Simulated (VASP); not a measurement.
Here is a VASP 6.6.1 calculation.

The input INCAR:

```
ALGO = Normal ; EDIFF = 1E-7
ENCUT = 520 ; GGA = PE
ISIF = 2 ; ISMEAR = -1
LASPH = True ; LCHARG = True
LELF = True ; LREAL = False
LVHAR = True ; LWAVE = False
NBANDS = 12 ; NELM = 100
PREC = Accurate ; SIGMA = 0.05
```

KPOINTS

```
k-points
0
Gamma
  19 19 19
```

Contents of POSCAR:

```
Ta
1.0
   -1.3905414183      1.3905414183      1.3905414183
    1.3905414183     -1.3905414183      1.3905414183
    1.3905414183      1.3905414183     -1.3905414183
Ta
1
Direct
    0.0000000000      0.0000000000      0.0000000000
```

Potentials or basis: VASP PAW PBE potentials, release 64 (Ta_pv).

Run with:

```console
$ cat potpaw_PBE.64/Ta_pv/POTCAR > POTCAR
$ mpirun -np 1 vasp_std > vasp.out
```

(1) Estimate the pressure.

Answers

(1) 279.6 GPa.
